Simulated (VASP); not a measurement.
# HgTe (Coloradoite) (F-43m) in VASP: notebook

HgTe (Coloradoite) is run at these levels: r2SCAN, PBE; tasks: single point.

Everything below comes from runs of VASP 6.6.1. Logs are shortened: lines on timing, memory, paths and dates and some standing lists are left out, and cuts for length are marked.

### 1 The cell of the first run

The structure is cubic, space group F-43m (No. 216). Conventional cell: a = 6.429 Å, b = 6.429 Å, c = 6.429 Å, α = 90.00°, β = 90.00°, γ = 90.00°. Hg (site symmetry -43m) has 4 Te at 2.78 Å within 3.7 Å. Within 3.7 Å of Te (site symmetry -43m) lie 4 Hg at 2.78 Å.

### 2 Single point, r2SCAN, non-collinear spin, zero start, spin-orbit coupling

The input, POSCAR:

```
HgTe
1.0
    0.0000000000      3.2145000000      3.2145000000
    3.2145000000      0.0000000000      3.2145000000
    3.2145000000      3.2145000000      0.0000000000
Hg Te
1 1
Direct
    0.0000000000      0.0000000000      0.0000000000
    0.7500000000      0.7500000000      0.7500000000
```

The input, INCAR.step1:

```
SYSTEM = HgTe
  PREC = Accurate
  ENCUT = 520
  ISMEAR = -1
  SIGMA = 0.05
  LREAL = .False.
  LASPH = .True.
  NELM = 150
  LNONCOLLINEAR = .True.
  MAGMOM = 0 0 0 0 0 0
  LSORBIT = .True.
  GGA_COMPAT = .False.
  NBANDS = 30
  GGA = PE
  ALGO = Normal
  EDIFF = 1E-4
  LWAVE = .True.
  LCHARG = .False.
```

The input, INCAR.step2:

```
SYSTEM = HgTe
  PREC = Accurate
  ENCUT = 520
  EDIFF = 1E-6
  ISMEAR = -1
  SIGMA = 0.05
  LREAL = .False.
  LASPH = .True.
  NELM = 150
  ALGO = Normal
  ISIF = 2
  LWAVE = .False.
  LCHARG = .False.
  LNONCOLLINEAR = .True.
  MAGMOM = 0 0 0 0 0 0
  LORBIT = 11
  LSORBIT = .True.
  GGA_COMPAT = .False.
  LORBMOM = .True.
  METAGGA = R2SCAN
  LMIXTAU = .True.
  NBANDS = 30
  ISTART = 1
```

The input, KPOINTS:

```
Automatic mesh
0
Gamma
  5 5 5
  0 0 0
```

Potentials or basis: VASP PAW PBE potentials, release 64 (Hg, Te).

Run with:

```console
$ cat potpaw_PBE.64/Hg/POTCAR potpaw_PBE.64/Te/POTCAR > POTCAR
$ cp INCAR.step1 INCAR
$ mpirun -np 1 vasp_ncl > vasp.out
$ cp INCAR.step2 INCAR
$ mpirun -np 1 vasp_ncl > vasp.out
```

OUTCAR:

```text
SYSTEM = HgTe
   PREC = Accurate
   ENCUT = 520
   EDIFF = 1E-6
   ISMEAR = -1
   LREAL = .False.
   LASPH = .True.
   NELM = 150
   ISIF = 2
   LNONCOLLINEAR = .True.
   LORBIT = 11
   LSORBIT = .True.
   METAGGA = R2SCAN
   ISTART = 1

 ion  position               nearest neighbor table
   1  0.000  0.000  0.000-   2 2.78   2 2.78   2 2.78   2 2.78
   2  0.750  0.750  0.750-   1 2.78   1 2.78   1 2.78   1 2.78

  LATTYP: Found a face centered cubic cell.
 ALAT       =     6.4290000000

  Lattice vectors:

 A1 = (   0.0000000000,   3.2145000000,   3.2145000000)
 A2 = (   3.2145000000,   0.0000000000,   3.2145000000)
 A3 = (   3.2145000000,   3.2145000000,   0.0000000000)

Analysis of symmetry for initial positions (statically):
=====================================================================
 Subroutine PRICEL returns:
 Original cell was already a primitive cell.

 Routine SETGRP: Setting up the symmetry group for a
 face centered cubic supercell.

 Subroutine GETGRP returns: Found 24 space group operations
 (whereof 24 operations were pure point group operations)
 out of a pool of 48 trial point group operations.

The static configuration has the point symmetry T_d .

Analysis of symmetry for dynamics (positions and initial velocities):
=====================================================================
 Subroutine PRICEL returns:
 Original cell was already a primitive cell.

 Routine SETGRP: Setting up the symmetry group for a
 face centered cubic supercell.

 Subroutine GETGRP returns: Found 24 space group operations
 (whereof 24 operations were pure point group operations)
 out of a pool of 48 trial point group operations.

The dynamic configuration has the point symmetry T_d .

Analysis of structural, dynamic, and magnetic symmetry:
=====================================================================
 Subroutine PRICEL returns:
 Original cell was already a primitive cell.

 Routine SETGRP: Setting up the symmetry group for a
 face centered cubic supercell.

 Subroutine GETGRP returns: Found 24 space group operations
 (whereof 24 operations were pure point group operations)
 out of a pool of 48 trial point group operations.

The overall configuration has the point symmetry T_d .

 Subroutine INISYM returns: Found 24 space group operations
 (whereof 24 operations are pure point group operations),
 and found     1 'primitive' translations

----------------------------------------------------------------------------------------

                                     Primitive cell

  volume of cell :      66.4309

  direct lattice vectors                    reciprocal lattice vectors
     0.000000000  3.214500000  3.214500000    -0.155545186  0.155545186  0.155545186
     3.214500000  0.000000000  3.214500000     0.155545186 -0.155545186  0.155545186
     3.214500000  3.214500000  0.000000000     0.155545186  0.155545186 -0.155545186

  length of vectors
     4.545989496  4.545989496  4.545989496     0.269412165  0.269412165  0.269412165

  position of ions in fractional coordinates (direct lattice)
     0.000000000  0.000000000  0.000000000
     0.750000000  0.750000000  0.750000000

  ion indices of the primitive-cell ions
   primitive index   ion index
                 1           1
                 2           2

----------------------------------------------------------------------------------------

 KPOINTS: Automatic mesh

Automatic generation of k-mesh.
 Grid dimensions read from file:
 generate k-points for:    5    5    5

 Generating k-lattice:

  Cartesian coordinates                     Fractional coordinates (reciprocal lattice)
    -0.031109037  0.031109037  0.031109037     0.200000000  0.000000000  0.000000000
     0.031109037 -0.031109037  0.031109037     0.000000000  0.200000000  0.000000000
     0.031109037  0.031109037 -0.031109037     0.000000000  0.000000000  0.200000000

  Length of vectors
     0.053882433  0.053882433  0.053882433

[... 84 lines left out ...]

 Free energy of the ion-electron system (eV)
  ---------------------------------------------------
  ext. energy  EPLUGINS =         0.00000000
  ---------------------------------------------------
  free energy    TOTEN  =       -75.47514197 eV

  energy without entropy =      -75.47401370  energy(sigma->0) =      -75.47457783

 E-fermi :   3.3016     XC(G=0):  -9.3940

 val. band max:        3.3013221099   @ k =   0.0000   0.0000   0.0000
 cond. band min:       4.0303854358   @ k =  -0.4000   0.0000   0.0000
 fundamental gap:      0.7290633259
 Fermi energy:         3.3015990561

 k-point     1 :       0.0000    0.0000    0.0000
  band No.  band energies     occupation
      1      -9.4801      1.00000
      2      -9.4801      1.00000
      3      -5.5155      1.00000
      4      -5.5155      1.00000
      5      -5.5155      1.00000
      6      -5.5155      1.00000
[... 451 lines left out ...]
     29      13.6424      0.00000
     30      13.7670      0.00000

------------------------ aborting loop because EDIFF is reached ----------------------------------------

  FORCE on cell =-STRESS in cart. coord.  units (eV):
  Direction    XX          YY          ZZ          XY          YZ          ZX
  --------------------------------------------------------------------------------------
  -------------------------------------------------------------------------------------
  Total        1.2983523      1.2983523      1.2983523      0.0000000     -0.0000000     -0.0000000
  in kB       31.3135890     31.3135890     31.3135890      0.0000000     -0.0000000     -0.0000000
  external PRESSURE =      31.3135890 kB  Pullay stress =       0.0000000 kB

 VOLUME and BASIS-vectors are now :
 -----------------------------------------------------------------------------
  energy-cutoff  :      520.00
  volume of cell :       66.43
      direct lattice vectors                 reciprocal lattice vectors
     0.000000000  3.214500000  3.214500000    -0.155545186  0.155545186  0.155545186
     3.214500000  0.000000000  3.214500000     0.155545186 -0.155545186  0.155545186
     3.214500000  3.214500000  0.000000000     0.155545186  0.155545186 -0.155545186

 POSITION                                       TOTAL-FORCE (eV/Angst)
 -----------------------------------------------------------------------------------
      0.00000      0.00000      0.00000        -0.000000     -0.000000     -0.000000
      4.82175      4.82175      4.82175         0.000000      0.000000      0.000000
 -----------------------------------------------------------------------------------
    total drift:                               -0.000000     -0.000000     -0.000000

  FREE ENERGIE OF THE ION-ELECTRON SYSTEM (eV)
  ---------------------------------------------------
  free  energy   TOTEN  =       -75.4751419713 eV

  energy  without entropy=      -75.4740136975  energy(sigma->0) =      -75.47457783

 orbital moment (x)

 # of ion     p       d       tot
 ----------------------------------------
  1         0.000  -0.000  -0.000
  2         0.000  -0.000   0.000
 ----------------------------------------
            0.000  -0.000  -0.000

 orbital moment (y)

 # of ion     p       d       tot
 ----------------------------------------
  1         0.000  -0.000  -0.000
  2         0.000   0.000   0.000
 ----------------------------------------
            0.000  -0.000  -0.000

 orbital moment (z)

 # of ion     p       d       tot
 ----------------------------------------
  1         0.000   0.000   0.000
  2         0.000  -0.000  -0.000
 ----------------------------------------
            0.000  -0.000  -0.000

 Spin-Orbit-Coupling matrix elements

 Ion:    1  E_soc:     -0.5826362
 l=   1
     0.0000000    -0.0312162    -0.0312162
    -0.0312162     0.0000000    -0.0312162
    -0.0312162    -0.0312162     0.0000000
 l=   2
     0.0000000    -0.0131766     0.0000000    -0.0131766    -0.0527132
    -0.0131766     0.0000000    -0.0395349    -0.0131766    -0.0131783
     0.0000000    -0.0395349     0.0000000    -0.0395349     0.0000000
    -0.0131766    -0.0131766    -0.0395349     0.0000000    -0.0131783
    -0.0527132    -0.0131783     0.0000000    -0.0131783     0.0000000
 l=   3
     0.0000000     0.0000000     0.0000000     0.0000000     0.0000000     0.0000000     0.0000000
     0.0000000     0.0000000     0.0000000     0.0000000     0.0000000     0.0000000     0.0000000
     0.0000000     0.0000000     0.0000000     0.0000000     0.0000000     0.0000000     0.0000000
     0.0000000     0.0000000     0.0000000     0.0000000     0.0000000     0.0000000     0.0000000
     0.0000000     0.0000000     0.0000000     0.0000000     0.0000000     0.0000000     0.0000000
     0.0000000     0.0000000     0.0000000     0.0000000     0.0000000     0.0000000     0.0000000
     0.0000000     0.0000000     0.0000000     0.0000000     0.0000000     0.0000000     0.0000000

 Ion:    2  E_soc:     -0.1995291
 l=   1
     0.0000000    -0.0331046    -0.0331046
    -0.0331046     0.0000000    -0.0331046
    -0.0331046    -0.0331046     0.0000000
 l=   2
     0.0000000    -0.0000604     0.0000000    -0.0000604    -0.0000899
    -0.0000604     0.0000000    -0.0000674    -0.0000604    -0.0000225
     0.0000000    -0.0000674     0.0000000    -0.0000674     0.0000000
    -0.0000604    -0.0000604    -0.0000674     0.0000000    -0.0000225
    -0.0000899    -0.0000225     0.0000000    -0.0000225     0.0000000
 l=   3
     0.0000000     0.0000000     0.0000000     0.0000000     0.0000000     0.0000000     0.0000000
     0.0000000     0.0000000     0.0000000     0.0000000     0.0000000     0.0000000     0.0000000
     0.0000000     0.0000000     0.0000000     0.0000000     0.0000000     0.0000000     0.0000000
     0.0000000     0.0000000     0.0000000     0.0000000     0.0000000     0.0000000     0.0000000
     0.0000000     0.0000000     0.0000000     0.0000000     0.0000000     0.0000000     0.0000000
     0.0000000     0.0000000     0.0000000     0.0000000     0.0000000     0.0000000     0.0000000
     0.0000000     0.0000000     0.0000000     0.0000000     0.0000000     0.0000000     0.0000000

 total charge

# of ion       s       p       d       tot
------------------------------------------
    1        0.737   0.448   9.357  10.542
    2        1.368   2.025   0.036   3.429
--------------------------------------------------
tot          2.105   2.473   9.393  13.971

 magnetization (x)

# of ion       s       p       d       tot
------------------------------------------
    1       -0.000  -0.000   0.000  -0.000
    2        0.000  -0.000  -0.000  -0.000
--------------------------------------------------
tot         -0.000  -0.000   0.000  -0.000

 magnetization (y)

# of ion       s       p       d       tot
------------------------------------------
    1       -0.000  -0.000  -0.000  -0.000
    2        0.000   0.000   0.000   0.000
--------------------------------------------------
tot         -0.000  -0.000  -0.000  -0.000

 magnetization (z)

# of ion       s       p       d       tot
------------------------------------------
    1        0.000  -0.000   0.000   0.000
    2        0.000  -0.000  -0.000  -0.000
--------------------------------------------------
tot          0.000  -0.000   0.000   0.000
```

It took 14 min on 1 thread of AMD EPYC 7R13, shared host; peak memory 0.43 GiB.

What came out:

```
Free energy                                           : -75.4751 eV
Pressure                                              : 3.1 GPa
Net moment                                            : 0.00 μB per cell
Valence electrons inside the program's atomic spheres : Hg 10.54; Te 3.43
```

Moments on the atoms (μB; x, y, z):
```
Hg  0.00 0.00 0.00
Te  0.00 0.00 0.00
```

Caveat: the PAW data sets were made with another functional, which shifts forces and pressure a little.

### 3 Single point, PBE

The input, INCAR:

```
PREC = Accurate ; ENCUT = 520
EDIFF = 1E-6 ; ISMEAR = -1
SIGMA = 0.05 ; LREAL = F
LASPH = T ; NELM = 60
ALGO = Normal ; ISIF = 2
LWAVE = F ; LCHARG = T
GGA = PE ; LELF = T
LVHAR = T ; NBANDS = 16
```

The input, KPOINTS:

```
regular mesh
0
Gamma
  6 6 6
```

POSCAR is that of step 2.

Potentials or basis: VASP PAW PBE potentials, release 64 (Hg, Te).

Run with:

```console
$ cat potpaw_PBE.64/Hg/POTCAR potpaw_PBE.64/Te/POTCAR > POTCAR
$ mpirun -np 1 vasp_std > vasp.out
```

Wall time 16 s (1 thread of AMD EPYC 9R45 (Zen 5), shared host); peak memory 0.17 GiB.

The run converged. Its results:

| Property | Result |
| --- | --- |
| Free energy | -3.5444 eV |
| Pressure | 4.7 GPa |
| Band gap on the k mesh | zero (filled and empty bands touch) |

Levels at points of the mesh, in eV from the Fermi level:
```
           k point  band 6  band 7  band 8  band 9  band 10  band 11  band 12  band 13
(0.00, 0.00, 0.00)   -6.94   -0.72   -0.04   -0.04    -0.04     4.16     4.16     4.16
(0.50, 0.00, 0.00)   -6.63   -5.64   -1.06   -1.06     0.67     4.98     4.98     6.82
(0.50, 0.50, 0.00)   -6.47   -5.57   -2.38   -2.38     1.85     2.41     8.25     8.89
```

Caveat: spin-orbit coupling is left out, which moves the levels of the heavy elements.
